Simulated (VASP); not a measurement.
Set up this calculation in VASP 6.6.1, as the native input.

| Item | Value |
| --- | --- |
| Task | single point |
| Functional | BLYP |
| Potentials or basis | VASP PAW PBE potentials, release 64 (Ta_pv, H) |
| Cutoff | 520 eV |
| k mesh | 10 × 10 × 6 |
| Occupations | methfessel-paxton, width 0.1 eV |
| Spin | no spin polarisation |
| Dipole correction | no |
| Further INCAR settings | ALGO = Normal; EDIFF = 1e-06; NBANDS = 18 |

The structure of Ta2H lies in POSCAR:

```
Ta2H
1.0
    2.9190640000      0.0000000000      0.0000000000
    1.1117173487      2.6990774669      0.0000000000
   -0.4934939077     -0.3304516349      4.8476384120
Ta H
2 1
Direct
    0.2336440000      0.2336440000      0.2625630000
    0.7663560000      0.7663560000      0.7374370000
    0.5000000000      0.5000000000      0.0000000000
```

One way to write it, as run:

INCAR

```
SYSTEM = Ta2H
PREC = Accurate
ENCUT = 520
EDIFF = 1E-6
ISMEAR = 1
SIGMA = 0.1
LREAL = .FALSE.
LASPH = .TRUE.
NELM = 100
ALGO = Normal
ISIF = 2
LWAVE = .FALSE.
LCHARG = .TRUE.
GGA = B5
ALDAX = 1.0
AGGAX = 1.0
AGGAC = 1.0
ALDAC = 0.0
LELF = .TRUE.
LVHAR = .TRUE.
NBANDS = 18
```

KPOINTS

```
Automatic mesh
0
G
  10 10 6
  0 0 0
```

Potentials or basis: VASP PAW PBE potentials, release 64 (Ta_pv, H).

The run is started by

```bash
$ cat potpaw_PBE.64/Ta_pv/POTCAR potpaw_PBE.64/H/POTCAR > POTCAR
$ mpirun -np 1 vasp_std > vasp.out
```

It gave:

```yaml
Pressure: 10.0 GPa
Largest_force: 0.117 eV/Å
```

Caveat: the PAW data sets were made with another functional, which shifts forces and pressure a little.

Wall time 100 s on 1 thread of Intel(R) Xeon(R) Platinum 8375C CPU @ 2.90GHz (Ice Lake), with other jobs on the host, peak memory 0.23 GiB.
